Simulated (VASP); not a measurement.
The system is ZrS2.

```
Zr S
1.0
     3.69138    0.00000    0.00000
    -1.84569    3.19683    0.00000
     0.00000    0.00000    6.04108
Zr S
1 2
Direct
  0.00000 0.00000 0.00000
  0.66667 0.33333 0.76209
  0.33333 0.66667 0.23791
```

Base run:

* Program: VASP 6.6.1
* Functional: BLYP
* Potentials or basis: VASP PAW PBE potentials, release 64 (Zr_sv, S)
* Cutoff: 500 eV
* k mesh: 6 × 6 × 3
* Occupations: gaussian, width 0.01 eV
* Spin: no spin polarisation

Its results: band gap on the k mesh 1.16 eV (least direct gap 1.63 eV); pressure 4.3 GPa; largest force 0.283 eV/Å.

Task: The run is repeated on the same cell with these changes: functional from BLYP to PBEsol. What comes out?

Result: Band gap on the k mesh 1.06 eV (least direct gap 1.58 eV); pressure -2.4 GPa; largest force 0.143 eV/Å.

PBEsol binds more tightly than BLYP, so the same cell stands under less pressure.

Caveats: the PAW data sets were made with another functional, which shifts forces and pressure a little; this functional lacks dispersion, which binds layers or chains, so the pressure and a relaxed spacing across them are unreliable; the cell stands under pressure (at least some runs).

A k mesh can miss the band edges.
